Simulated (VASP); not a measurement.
# AlAs in VASP: a series of runs

AlAs is run at these levels: PBE; tasks: single point, relaxation of the atoms.

All numbers are computed with VASP 6.6.1; they aren't measurements. Logs are shortened: lines on timing, memory, paths and dates and some standing lists are left out, and cuts for length are marked.

### 1 The cell of the first run

The cell holds a slab with vacuum, 8 atoms: a = 4.050 Å, b = 4.050 Å, c = 25.747 Å, α = 90.00°, β = 90.00°, γ = 120.00°.

### 2 Single point, PBE

INCAR reads:

```
SYSTEM = AlAs
PREC     = Accurate       ! precision mode
ENCUT    = 400            ! plane-wave cutoff, eV
EDIFF    = 1E-6           ! SCF threshold, eV
ISMEAR   = 0              ! smearing method
SIGMA    = 0.05           ! smearing width, eV
LREAL    = .False.        ! projectors in reciprocal space
LASPH    = .True.         ! aspherical terms in the spheres
NELM     = 120            ! most SCF steps
ALGO     = Normal         ! electronic algorithm
ISIF     = 2              ! what is computed and relaxed
LWAVE    = .False.        ! write WAVECAR
LCHARG   = .False.        ! write CHGCAR
LDIPOL   = .True.       
IDIPOL   = 3            
DIPOL    = 0.5 0.5 0.500
GGA      = PE             ! functional
NBANDS   = 26             ! bands
GGA_COMPAT= .False.      
NELMDL   = -8
```

KPOINTS reads:

```
Automatic mesh
0
Gamma
  9 9 1
  0 0 0
```

POSCAR reads:

```
AlAs
1.0
    4.0500342343      0.0000000000      0.0000000000
   -2.0250171172      3.5074325331      0.0000000000
    0.0000000000      0.0000000000     25.7472270912
As Al
4 4
Direct
    0.0000000000      0.0000000000      0.2912935041
    0.3333333333      0.6666666667      0.4197282708
    0.6666666667      0.3333333333      0.5481630375
    0.0000000000      0.0000000000      0.6765978042
    0.3333333333      0.6666666667      0.3234021958
    0.6666666667      0.3333333333      0.4518369625
    0.0000000000      0.0000000000      0.5802717292
    0.3333333333      0.6666666667      0.7087064959
```

Potentials or basis: VASP PAW PBE potentials, release 64 (As, Al).

Run with:

```console
$ cat potpaw_PBE.64/As/POTCAR potpaw_PBE.64/Al/POTCAR > POTCAR
$ mpirun -np 1 vasp_std > vasp.out
```

OUTCAR:

```text
SYSTEM = AlAs
   PREC = Accurate
   ENCUT = 400
   EDIFF = 1E-6
   ISMEAR = 0
   LREAL = .False.
   LASPH = .True.
   NELM = 120
   ISIF = 2
   GGA = PE
   NELMDL = -8

 ion  position               nearest neighbor table
   1  0.000  0.000  0.291-   5 2.48   5 2.48   5 2.48
   2  0.333  0.667  0.420-   5 2.48   6 2.48   6 2.48   6 2.48
   3  0.667  0.333  0.548-   6 2.48   7 2.48   7 2.48   7 2.48
   4  0.000  0.000  0.677-   7 2.48   8 2.48   8 2.48   8 2.48
   5  0.333  0.667  0.323-   2 2.48   1 2.48   1 2.48   1 2.48
   6  0.667  0.333  0.452-   3 2.48   2 2.48   2 2.48   2 2.48
   7  0.000  0.000  0.580-   4 2.48   3 2.48   3 2.48   3 2.48
   8  0.333  0.667  0.709-   4 2.48   4 2.48   4 2.48

  LATTYP: Found a hexagonal cell.
 ALAT       =     4.0500342343
 C/A-ratio  =     6.3572862849

  Lattice vectors:

 A1 = (   4.0500342343,   0.0000000000,   0.0000000000)
 A2 = (  -2.0250171172,   3.5074325331,   0.0000000000)
 A3 = (   0.0000000000,   0.0000000000,  25.7472270912)

Analysis of symmetry for initial positions (statically):
=====================================================================
 Subroutine PRICEL returns:
 Original cell was already a primitive cell.

 Routine SETGRP: Setting up the symmetry group for a
 hexagonal supercell.

 Subroutine GETGRP returns: Found  6 space group operations
 (whereof  6 operations were pure point group operations)
 out of a pool of 24 trial point group operations.

The static configuration has the point symmetry C_3v.

Analysis of symmetry for dynamics (positions and initial velocities):
=====================================================================
 Subroutine PRICEL returns:
 Original cell was already a primitive cell.

 Routine SETGRP: Setting up the symmetry group for a
 hexagonal supercell.

 Subroutine GETGRP returns: Found  6 space group operations
 (whereof  6 operations were pure point group operations)
 out of a pool of 24 trial point group operations.

The dynamic configuration has the point symmetry C_3v.

 Subroutine INISYM returns: Found  6 space group operations
 (whereof  6 operations are pure point group operations),
 and found     1 'primitive' translations

[... 99 lines left out ...]
   ISIF   =      2    stress and relaxation
   ISYM   =      2    0-nonsym 1-usesym 2-fastsym
   POTIM  = 0.5000    time-step for ionic-motion
   TEBEG  =    0.0;   TEEND  =   0.0 temperature during run
   PSTRESS=    0.0 pullay stress
   NELECT =      32.0000    total number of electrons
   NUPDOWN=      -1.0000    fix difference up-down
   EMIN   =  10.00;   EMAX   =-10.00  energy-range for DOS
   EFERMI =   0.00;   METHOD = LEGACY
   ISMEAR =     0;   SIGMA  =   0.05  broadening in eV -4-tet -1-fermi 0-gaus
   EFERMI_NEDOS =   21; number of points for ismear=-14 and -15
   IALGO  =     38    algorithm
   IMIX   =      4    mixing-type and parameters
     AMIX     =   0.40;   BMIX     =  1.00
     AMIX_MAG =   1.60;   BMIX_MAG =  1.00
  volume/ion in A,a.u.               =      45.72       308.52
  Fermi-wavevector in a.u.,A,eV,Ry     =   0.726773  1.373401  7.186580  0.528199
  Thomas-Fermi vector in A             =   1.817830
   LORBIT       =      0    0 simple, 1 ext, 2 COOP (PROOUT), +10 PAW based schemes
   GGA     = PE    functional components
   LHFCALC =     F    Hartree Fock is set to
   AEXX    =    0.0000 exact exchange contribution
   IVDW    =     0    specifies the selected vdW correction
   LEPSILON=     F    determine dielectric tensor
   LRPA    =     F    only Hartree local field effects (RPA)
 non-spin polarized calculation
 Gauss-broadening in eV      SIGMA  =   0.05
  energy-cutoff  :      400.00
  volume of cell :      365.75
 maximum number of plane-waves:      6743
 NGX is ok and might be reduce to    28
   NGX = 13   NGY = 13   NGZ = 83

 number of electron      32.0000002 magnetization

 dipolmoment           0.000000      0.000000     -0.183539 electrons x Angstroem

 Free energy of the ion-electron system (eV)
  ---------------------------------------------------
  ext. energy  EPLUGINS =         0.00000000
  ---------------------------------------------------
  free energy    TOTEN  =       -35.01456107 eV

  energy without entropy =      -35.00202040  energy(sigma->0) =      -35.00829073

 E-fermi :  -0.1720     XC(G=0):  -5.1608

 val. band max:       -0.2152165218   @ k =   0.2222   0.2222   0.0000
 cond. band min:      -0.1570382544   @ k =   0.3333   0.3333   0.0000
 fundamental gap:      0.0581782674
 Fermi energy:        -0.1719596236

 k-point     1 :       0.0000    0.0000    0.0000
  band No.  band energies     occupation
      1     -12.7253      2.00000
      2     -12.0693      2.00000
      3     -11.4397      2.00000
      4     -10.4510      2.00000
      5      -6.0180      2.00000
      6      -4.6169      2.00000
[... 337 lines left out ...]
     25       5.2525      0.00000
     26       5.5918      0.00000

------------------------ aborting loop because EDIFF is reached ----------------------------------------

 vacuum level on the upper side and lower side of the slab       (xc-potential included)        -1.294         0.999

  FORCE on cell =-STRESS in cart. coord.  units (eV):
  Direction    XX          YY          ZZ          XY          YZ          ZX
  --------------------------------------------------------------------------------------
  -------------------------------------------------------------------------------------
  Total       -0.7538741     -0.7538741      2.0330264      0.0000000      0.0000000     -0.0000000
  in kB       -3.3024096     -3.3024096      8.9058447      0.0000000      0.0000000     -0.0000000
  external PRESSURE =       0.7670085 kB  Pullay stress =       0.0000000 kB

 VOLUME and BASIS-vectors are now :
 -----------------------------------------------------------------------------
  energy-cutoff  :      400.00
  volume of cell :      365.75
      direct lattice vectors                 reciprocal lattice vectors
     4.050034234  0.000000000  0.000000000     0.246911493  0.142554417  0.000000000
    -2.025017117  3.507432533  0.000000000     0.000000000  0.285108834  0.000000000
     0.000000000  0.000000000 25.747227091     0.000000000  0.000000000  0.038839134

 POSITION                                       TOTAL-FORCE (eV/Angst)
 -----------------------------------------------------------------------------------
      0.00000      0.00000      7.50000        -0.000000     -0.000000      0.040666
     -0.00000      2.33829     10.80684        -0.000000      0.000000      0.541026
      2.02502      1.16914     14.11368         0.000000     -0.000000      0.416845
      0.00000      0.00000     17.42052        -0.000000     -0.000000      0.653998
     -0.00000      2.33829      8.32671        -0.000000      0.000000     -0.427885
      2.02502      1.16914     11.63355        -0.000000      0.000000     -0.433164
      0.00000      0.00000     14.94039         0.000000      0.000000     -0.502282
     -0.00000      2.33829     18.24723        -0.000000      0.000000     -0.289203
 -----------------------------------------------------------------------------------
    total drift:                               -0.000000     -0.000000     -0.000074

  FREE ENERGIE OF THE ION-ELECTRON SYSTEM (eV)
  ---------------------------------------------------
  free  energy   TOTEN  =       -35.0145610676 eV

  energy  without entropy=      -35.0020203993  energy(sigma->0) =      -35.00829073

 vacuum level on the upper side and lower side of the slab         3.248         5.603
```

Run time: 6.5 min. Hardware: 1 thread of Intel Xeon 8259CL, shared host; peak memory 0.39 GiB.

What came out:

```
Free energy            : -35.0146 eV
Largest force          : 0.654 eV/Å
Band gap on the k mesh : zero (bands 16 and 17 overlap by 0.16 eV)
```

Forces on the atoms (eV/Å):
```
As   0.000  0.000  0.041
As   0.000  0.000  0.541
As   0.000  0.000  0.417
As   0.000  0.000  0.654
Al   0.000  0.000 -0.428
Al   0.000  0.000 -0.433
Al   0.000  0.000 -0.502
Al   0.000  0.000 -0.289
```

Levels at points of the mesh, in eV from the Fermi level:
| k point | band 14 | band 15 | band 16 | band 17 | band 18 | band 19 |
| --- | --- | --- | --- | --- | --- | --- |
| (0.00, 0.00, 0.00) | -0.66 | 0.17 | 0.17 | 0.27 | 1.12 | 1.70 |

(Continued in part 2 of 2.)
